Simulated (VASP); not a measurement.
A run of VASP 6.6.1 is set up as follows.

Contents of INCAR:

```
  PREC = Accurate
  ENCUT = 600
  EDIFF = 1E-6
  ISMEAR = -1
  SIGMA = 0.05
  LREAL = F
  LASPH = T
  NELM = 80
  ALGO = Normal
  ISIF = 3
  LWAVE = F
  LCHARG = F
  GGA = PE
  IVDW = 13
  IBRION = 2
  NSW = 60
  EDIFFG = -0.01
```

KPOINTS

```
Automatic mesh
0
Gamma
  10 10 10
```

Contents of POSCAR:

```
Sb
1.0
   -1.8713408863      1.8713408863      1.8713408863
    1.8713408863     -1.8713408863      1.8713408863
    1.8713408863      1.8713408863     -1.8713408863
Sb
1
Direct
    0.0000000000      0.0000000000      0.0000000000
```

Potentials or basis: VASP PAW PBE potentials, release 64 (Sb).

The run is started by

```console
$ cat potpaw_PBE.64/Sb/POTCAR > POTCAR
$ mpirun -np 1 vasp_std > vasp.out
```

Task: Estimate the space group after relaxing (to 0.05 Å).

Result: Im-3m (No. 229).

Task: Predict the dispersion energy per atom.

Result: -0.578 eV.

Final structure:
```
Sb
1.0
    -1.86961    1.86961    1.86961
     1.86961   -1.86961    1.86961
     1.86961    1.86961   -1.86961
Sb
1
Direct
  0.00000 0.00000 0.00000
```
